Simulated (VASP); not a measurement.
# NaCl (Fm-3m) in VASP: further runs, part 2 of 2

VASP 6.6.1. Earlier steps stand in the parts before.

## Step 4: Single point, HF

Contents of POSCAR:

```
NaCl
1.0
    0.0000000000      2.7940632177      2.7940632177
    2.7940632177      0.0000000000      2.7940632177
    2.7940632177      2.7940632177      0.0000000000
Cl Na
1 1
Direct
    0.5000000000      0.5000000000      0.5000000000
    0.0000000000      0.0000000000      0.0000000000
```

Contents of INCAR.step1:

```
  PREC = Accurate
  ENCUT = 520
  EDIFF = 1E-5
  ISMEAR = -1
  SIGMA = 0.05
  LREAL = F
  LASPH = T
  NELM = 60
  ALGO = Normal
  ISIF = 2
  LWAVE = T
  LCHARG = F
  NBANDS = 14
  GGA = PE
```

Contents of INCAR.step2:

```
  PREC = Accurate
  ENCUT = 520
  EDIFF = 1E-6
  ISMEAR = -1
  SIGMA = 0.05
  LREAL = F
  LASPH = T
  NELM = 60
  ALGO = Normal
  ISIF = 2
  LWAVE = F
  LCHARG = F
  GGA = PE
  LHFCALC = T
  AEXX = 1.0
  ALDAC = 0.0
  AGGAC = 0.0
  PRECFOCK = Normal
  NBANDS = 14
  ISTART = 1
```

Contents of KPOINTS:

```
regular mesh
0
Gamma
  4 4 4
```

Potentials or basis: VASP PAW PBE potentials, release 64 (Cl, Na_pv).

Started as:

```console
cat potpaw_PBE.64/Cl/POTCAR potpaw_PBE.64/Na_pv/POTCAR > POTCAR
cp INCAR.step1 INCAR
mpirun -np 1 vasp_std > vasp.out
cp INCAR.step2 INCAR
mpirun -np 1 vasp_std > vasp.out
```

OUTCAR:

```text
PREC = Accurate
   ENCUT = 520
   EDIFF = 1E-6
   ISMEAR = -1
   LREAL = F
   LASPH = T
   NELM = 60
   ISIF = 2
   GGA = PE
   LHFCALC = T
   AEXX = 1.0
   PRECFOCK = Normal
   ISTART = 1

 ion  position               nearest neighbor table
   1  0.500  0.500  0.500-
   2  0.000  0.000  0.000-

  LATTYP: Found a face centered cubic cell.
 ALAT       =     5.5881264354

  Lattice vectors:

 A1 = (   0.0000000000,   2.7940632177,   2.7940632177)
 A2 = (   2.7940632177,   0.0000000000,   2.7940632177)
 A3 = (   2.7940632177,   2.7940632177,   0.0000000000)

Analysis of symmetry for initial positions (statically):
=====================================================================
 Subroutine PRICEL returns:
 Original cell was already a primitive cell.

 Routine SETGRP: Setting up the symmetry group for a
 face centered cubic supercell.

 Subroutine GETGRP returns: Found 48 space group operations
 (whereof 48 operations were pure point group operations)
 out of a pool of 48 trial point group operations.
[... 163 lines left out ...]
      1     -34.0634      2.00000
      2     -34.0634      2.00000
      3     -34.0634      2.00000
      4     -22.5190      2.00000
      5      -5.0378      2.00000
      6      -5.0378      2.00000
      7      -5.0378      2.00000
      8       8.9131      0.00000
      9      15.2594      0.00000
     10      15.2594      0.00000
     11      15.2594      0.00000
     12      18.1375      0.00000
     13      18.1375      0.00000
     14      18.7571      0.00000
[... 105 lines left out ...]
      1     -34.0762      2.00000
      2     -34.0762      2.00000
      3     -34.0721      2.00000
      4     -21.9390      2.00000
      5      -6.6327      2.00000
      6      -6.6327      2.00000
      7      -6.0156      2.00000
      8      13.1626      0.00000
      9      13.7055      0.00000
     10      13.7055      0.00000
     11      15.9312      0.00000
     12      20.9153      0.00000
     13      20.9153      0.00000
     14      21.9321      0.00000

------------------------ aborting loop because EDIFF is reached ----------------------------------------

  FORCE on cell =-STRESS in cart. coord.  units (eV):
  Direction    XX          YY          ZZ          XY          YZ          ZX
  --------------------------------------------------------------------------------------
  -------------------------------------------------------------------------------------
  Total        0.7261445      0.7261445      0.7261445      0.0000000      0.0000000      0.0000000
  in kB       26.6682753     26.6682753     26.6682753      0.0000000      0.0000000      0.0000000
  external PRESSURE =      26.6682753 kB  Pullay stress =       0.0000000 kB

 VOLUME and BASIS-vectors are now :
 -----------------------------------------------------------------------------
  energy-cutoff  :      520.00
  volume of cell :       43.63
      direct lattice vectors                 reciprocal lattice vectors
     0.000000000  2.794063218  2.794063218    -0.178950854  0.178950854  0.178950854
     2.794063218  0.000000000  2.794063218     0.178950854 -0.178950854  0.178950854
     2.794063218  2.794063218  0.000000000     0.178950854  0.178950854 -0.178950854

 POSITION                                       TOTAL-FORCE (eV/Angst)
 -----------------------------------------------------------------------------------
      2.79406      2.79406      2.79406        -0.000000     -0.000000      0.000000
      0.00000      0.00000      0.00000         0.000000      0.000000     -0.000000
 -----------------------------------------------------------------------------------
    total drift:                                0.000000      0.000000      0.000000

  FREE ENERGIE OF THE ION-ELECTRON SYSTEM (eV)
  ---------------------------------------------------
  free  energy   TOTEN  =       -12.4043086644 eV

  energy  without entropy=      -12.4043086644  energy(sigma->0) =      -12.40430866
```

OUTCAR.step1:

```text
PREC = Accurate
   ENCUT = 520
   EDIFF = 1E-5
   ISMEAR = -1
   LREAL = F
[... 339 lines left out ...]
      2.79406      2.79406      2.79406        -0.000000      0.000000     -0.000000
      0.00000      0.00000      0.00000         0.000000      0.000000      0.000000
 -----------------------------------------------------------------------------------
    total drift:                               -0.000000      0.000000      0.000000

  FREE ENERGIE OF THE ION-ELECTRON SYSTEM (eV)
  ---------------------------------------------------
  free  energy   TOTEN  =        -6.7639030560 eV

  energy  without entropy=       -6.7639030559  energy(sigma->0) =       -6.76390306
```

Wall time 7.3 min (1 thread of Oxide Virtual Turin-like, shared host); peak memory 0.13 GiB.

Results:

```yaml
Free_energy: -12.4043 eV
Pressure: 2.7 GPa
Band_gap_on_the_k_mesh: 13.95 eV, direct
```

Levels at points of the mesh, in eV from the valence-band top:
```csv
k point,band 4,band 5,band 6,band 7,band 8,band 9,band 10,band 11
"(0.00, 0.00, 0.00)",-17.48,0.00,0.00,0.00,13.95,20.30,20.30,20.30
"(0.50, 0.00, 0.00)",-17.01,-2.51,-0.37,-0.37,15.95,20.32,20.32,20.54
"(0.50, 0.50, 0.00)",-16.92,-2.24,-0.83,-0.83,16.58,16.62,21.06,25.03
```

Caveat: the k points lie up to 0.49 Å⁻¹ apart; the PAW data sets were made with another functional, which shifts forces and pressure a little.

## Step 5: Summary

```csv
level,gap on the mesh (eV),pressure (GPa)
r2SCANh,6.74,0.1
r2SCAN50,9.60,-0.3
HF,13.95,2.7
```

Alike in all rows: task single point; potentials or basis VASP PAW PBE potentials, release 64 (Cl, Na_pv); no spin polarisation; cell as given; k mesh 4 × 4 × 4; cutoff (eV) 520; smearing fermi-dirac 0.05 eV.

Caveats: all runs use coarse meshes; the PAW data sets were made with another functional, which shifts forces and pressure a little.

Absolute energies hang on the potentials; compare differences alone.
